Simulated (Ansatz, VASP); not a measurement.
**Bi: VASP beside Ansatz**

Contents of INCAR:

```
ALGO = Normal
EDIFF = 1E-8
ENCUT = 520
GGA = PE
ISIF = 2
ISMEAR = -1
LASPH = T
LCHARG = F
LEFG = T
LREAL = F
LWAVE = F
NBANDS = 22
NELM = 60
PREC = Accurate
SIGMA = 0.03
```

File KPOINTS:

```
k-points
0
Gamma
  11 11 11
```

The input POSCAR:

```
Bi
1.0
    2.2729996784      1.3123169762      3.9540000000
   -2.2729996784      1.3123169762      3.9540000000
    0.0000000000     -2.6246339523      3.9540000000
Bi
2
Direct
    0.2338900000      0.2338900000      0.2338900000
    0.7661100000      0.7661100000      0.7661100000
```

Input for Ansatz:

```yaml
crystal:
  lattice:
    - [2.2729996784, 1.3123169762, 3.954]
    - [-2.2729996784, 1.3123169762, 3.954]
    - [0.0, -2.6246339523, 3.954]
  atoms:
    - { symbol: Bi, position: [0.23389, 0.23389, 0.23389] }
    - { symbol: Bi, position: [0.76611, 0.76611, 0.76611] }
kpoints:
  mp_grid: { grid: [11, 11, 11] }
  band_path:
    path:
      - [0.0, 0.0, 0.0]
      - [0.5, 0.5, 0.5]
      - [0.7598966753, 0.2401033247, 0.5]
      - [0.5, -0.2401033247, 0.2401033247]
      - [0.5, 0.0, 0.0]
      - [0.0, 0.0, 0.0]
      - [0.3700516624, -0.3700516624, 0.0]
      - [0.6299483376, 0.0, 0.3700516624]
      - [0.5, 0.0, 0.5]
    npoints: 14
scf:
  occupations: { method: fermi_dirac, width: 0.03 }
hamiltonian:
  xc: pbe
  pseudopotentials: { kind: paw }
output:
  forces: true
  stress: true
  eigenvalues: true
  efg: { contact_densities: true }
  populations: true
  bader: true
  dos: { projected: true, de: 0.2, e_range: [-14, 8] }
  write_density: true
  write_potential: true
  elf: true
  volumetric_format: npy
```

Alike in both runs: task electric field gradients; functional PBE; k mesh 11 × 11 × 11; occupations fermi-dirac, width 0.03 eV; no spin polarisation.

|  | VASP | Ansatz |
| --- | --- | --- |
| version | VASP 6.6.1 | Ansatz 0.2.0 |
| potentials or method | VASP PAW PBE potentials, release 64 (Bi_d) | PAW with Ansatz's default frozen-core files, scalar-relativistic |
| plane-wave cutoff (eV) | 520 | 420 |
| valence electrons in the cell | 30 | 30 |

Ansatz gave:

| Quantity | Value |
| --- | --- |
| pressure (GPa) | 1.8 |
| traceless stress, the component that is largest in VASP (GPa) | 0.08 |
| rms of the force components (eV/Å) | 0.110 |
| size of Vzz on the site where it differs most (V/Å²) | 36.5 |

Task: What did VASP give for the same quantities?

Result: Pressure (GPa): 1.7; traceless stress, the component that is largest in VASP (GPa): 0.08; rms of the force components (eV/Å): 0.114; size of Vzz on the site where it differs most (V/Å²): 34.2.

Atom by atom the forces differ by 0.004 eV/Å (rms over components).

Spin-orbit coupling is off throughout.
